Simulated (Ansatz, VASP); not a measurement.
## CdS in VASP and in Ansatz

INCAR

```
SYSTEM = CdS
PREC = Accurate ; ENCUT = 520
EDIFF = 1E-7 ; ISMEAR = 0
SIGMA = 0.1 ; LREAL = .False.
LASPH = .True. ; NELM = 60
ALGO = Normal ; ISIF = 2
LWAVE = .False. ; LCHARG = .True.
GGA = PS ; LELF = .True.
LVHAR = .True. ; NBANDS = 16
```

KPOINTS

```
regular mesh
0
Gamma
  4 4 4
  0 0 0
```

Contents of POSCAR:

```
CdS
1.0
    0.0000000000      2.7532440000      2.7532440000
    2.7532440000      0.0000000000      2.7532440000
    2.7532440000      2.7532440000      0.0000000000
Cd S
1 1
Direct
    0.0000000000      0.0000000000      0.0000000000
    0.5000000000      0.5000000000      0.5000000000
```

Input for Ansatz:

```yaml
crystal:
  lattice:
    - [0.0, 2.753244, 2.753244]
    - [2.753244, 0.0, 2.753244]
    - [2.753244, 2.753244, 0.0]
  atoms:
    - { symbol: Cd, position: [0.0, 0.0, 0.0] }
    - { symbol: S, position: [0.5, 0.5, 0.5] }
basis:
  ecutwfc: "49 Ry"
kpoints:
  mp_grid: { grid: [4, 4, 4] }
hamiltonian:
  xc: pbesol
scf:
  occupations: { method: gaussian, width: 0.1 }
  max_iter: 84
output:
  forces: true
  stress: true
  eigenvalues: true
```

Alike in both runs: task single point; functional PBEsol; k mesh 4 × 4 × 4; occupations gaussian, width 0.1 eV; no spin polarisation.

|  | VASP | Ansatz |
| --- | --- | --- |
| version | VASP 6.6.1 | Ansatz 0.2.0 |
| potentials or method | VASP PAW PBE potentials, release 64 (Cd, S), cutoff 520 eV | scalar-relativistic, plane waves, PAW |
| valence electrons in the cell | 18 | 26 |

```tsv
	VASP	Ansatz	Ansatz less VASP
gap on the k mesh at the Fermi level (eV)	0.11	0.12	+0.005
least direct gap on the mesh (eV)	1.40	1.42	+0.022
pressure (GPa)	-3.6	-4.0	-0.43
```

VASP's potentials were made for PBE, not for PBEsol. VASP's potentials hold 18 valence electrons a cell and Ansatz's 26, so a difference there can come from the potentials and not from the codes.

The k mesh is coarse, so the values compare programs but aren't converged.
